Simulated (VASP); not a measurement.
**TiCd7Se8: single point with PBEsol+U**

TiCd7Se8:

```
Ti Cd Se
1.0
     8.59700    0.00000    0.00000
    -4.29850    7.44522    0.00000
     0.00000    0.00000    7.01520
Ti Cd Se
1 7 8
Direct
  0.33333 0.16667 0.99856
  0.33234 0.66617 0.99898
  0.83383 0.16766 0.99898
  0.83383 0.66617 0.99898
  0.16658 0.33342 0.50047
  0.16658 0.83317 0.50047
  0.66683 0.33342 0.50047
  0.66667 0.83333 0.49978
  0.33333 0.16667 0.37411
  0.33329 0.66664 0.37509
  0.83336 0.16671 0.37509
  0.83336 0.66664 0.37509
  0.16739 0.33261 0.87613
  0.16739 0.83478 0.87613
  0.66522 0.33261 0.87613
  0.66667 0.83333 0.87553
```

```json
{
 "Program": "VASP 6.6.1",
 "Task": "single point",
 "Functional": "PBEsol",
 "Potentials or basis": "VASP PAW PBE potentials, release 64 (Ti_sv, Cd, Se)",
 "Cutoff": "520 eV",
 "k mesh": "3 × 3 × 3",
 "Occupations": "gaussian, width 0.05 eV",
 "Spin": "collinear spin, zero start",
 "Starting moments": "[0.0, 0.0, 0.0, 0.0, 0.0, 0.0, 0.0, 0.0, 0.0, 0.0, 0.0, 0.0, 0.0, 0.0, 0.0, 0.0] μB",
 "Hubbard terms": "Ti d U = 5.0 eV"
}
```

```yaml
Pressure: 0.2 GPa
Largest_force: 0.589 eV/Å
Band_gap_on_the_k_mesh: zero (filled and empty bands overlap)
Net_moment: 0.01 μB per cell
Valence_electrons_inside_the_program's_atomic_spheres: Ti 10.01; Cd 10.32; Se 3.87, 3.85 (each value once)
```

Forces on the atoms (eV/Å):
```
Ti   0.000  0.000 -0.092
Cd   0.088  0.051  0.063
Cd   0.000 -0.101  0.063
Cd  -0.088  0.051  0.063
Cd  -0.076  0.044 -0.060
Cd   0.000 -0.088 -0.060
Cd   0.076  0.044 -0.060
Cd   0.000  0.000  0.024
Se   0.000  0.000 -0.481
Se  -0.001 -0.001  0.031
Se   0.000  0.002  0.031
Se   0.001 -0.001  0.031
Se   0.489 -0.283  0.165
Se   0.000  0.565  0.165
Se  -0.489 -0.283  0.165
Se   0.000  0.000 -0.048
```

Stress tensor (GPa, compression positive):
```
0.17 0.00 0.00
0.00 0.17 0.00
0.00 0.00 0.32
```

Levels at points of the mesh, in eV from the Fermi level:
Spin up:
```
           k point  band 69  band 70  band 71  band 72  band 73  band 74  band 75  band 76
(0.00, 0.00, 0.00)    -2.08    -1.95    -1.95    -1.08    -0.05    -0.05     0.40     1.15
```
Spin down:
```
           k point  band 68  band 69  band 70  band 71  band 72  band 73  band 74  band 75  band 76  band 77
(0.00, 0.00, 0.00)    -2.57    -2.08    -1.95    -1.95    -1.08    -0.05    -0.05     0.40     1.15     1.21
```

Eigenvalues of the final occupation matrices:
| site | spin | trace | eigenvalues |
| --- | --- | --- | --- |
| site 1 d | 1 | 0.89 | 0.07 0.08 0.08 0.34 0.34 |
| site 1 d | 2 | 0.89 | 0.07 0.08 0.08 0.34 0.34 |

Wall time 14 min on 4 MPI ranks on Intel(R) Xeon(R) Platinum 8375C CPU @ 2.90GHz (Ice Lake), with other jobs on the host, peak memory 0.96 GiB a rank.

Caveat: the PAW data sets were made with another functional, which shifts forces and pressure a little.
